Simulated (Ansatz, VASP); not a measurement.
Two plane-wave programs on Sb

```xyz
2
Lattice="3.1224 0.0000 0.0000 0.0000 4.3475 0.0000 -0.0389 0.0000 4.4059" Properties=species:S:1:pos:R:3 pbc="T T T"
Sb    0.0262    1.0869    1.0625
Sb    3.0573    3.2606    3.3433
```

Alike in both runs: task single point; functional r2SCAN; k mesh 9 × 6 × 6; occupations fermi-dirac, width 0.05 eV; no spin polarisation.

|  | VASP | Ansatz |
| --- | --- | --- |
| version | VASP 6.6.1 | Ansatz 0.2.0 |
| potentials or method | VASP PAW PBE potentials, release 64 (Sb) | Ansatz PAW |
| plane-wave cutoff (eV) | 520 | 500 |
| valence electrons in the cell | 10 | 30 |

|  | VASP | Ansatz | Ansatz less VASP |
| --- | --- | --- | --- |
| gap on the k mesh at the Fermi level (eV) | none | none | - |
| pressure (GPa) | -0.8 | -0.8 | -0.04 |
| traceless stress, the component that is largest in VASP (GPa) | 0.31 | 0.31 | +0.004 |
| rms of the force components (eV/Å) | 0.028 | 0.027 | -0.0013 |

VASP's potentials were made for PBE, not for r2SCAN. Atom by atom the forces differ by 0.004 eV/Å (rms over components). A gap of «none» marks a metal or a gap that the smearing closes. VASP's potentials hold 10 valence electrons a cell and Ansatz's 30, so a difference there can come from the potentials and not from the codes.

Spin-orbit coupling is off throughout.
